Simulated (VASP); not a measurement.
Runs of VASP 6.6.1 on BaZn3. The structure is that of space group Pm-3m (No. 221), or close to it. The cells are those of the table. 

| task | cell | k mesh | cutoff (eV) | gap on the mesh (eV) | pressure (GPa) |
| --- | --- | --- | --- | --- | --- |
| single point | a = 4.786 Å, 4 atoms | 4 × 4 × 4 | 520 | none | 0.4 |
| single point | a = 4.774 Å, 4 atoms | 10 × 10 × 10 | 520 | none | (a) |
| relaxation of cell and atoms | relaxed from a = 4.274 Å, 4 atoms | 4 × 4 × 4 | 600 | none | 0.0 |
| single point | a = 4.274 Å, 4 atoms | 4 × 4 × 4 | 520 | none | 16.9 |

Alike in all rows: level PBE; potentials or basis VASP PAW PBE potentials, release 64 (Ba_sv, Zn); no spin polarisation; smearing gaussian 0.1 eV.

Estimate the missing entries.

(a) 0.2.

Caveats: some runs use coarse meshes; spin-orbit coupling is left out, which moves the levels of the heavy elements.

A k mesh can miss the band edges, and the runs leave out spin-orbit coupling on Ba.

A gap of «none» marks levels without a gap at the run's occupations.
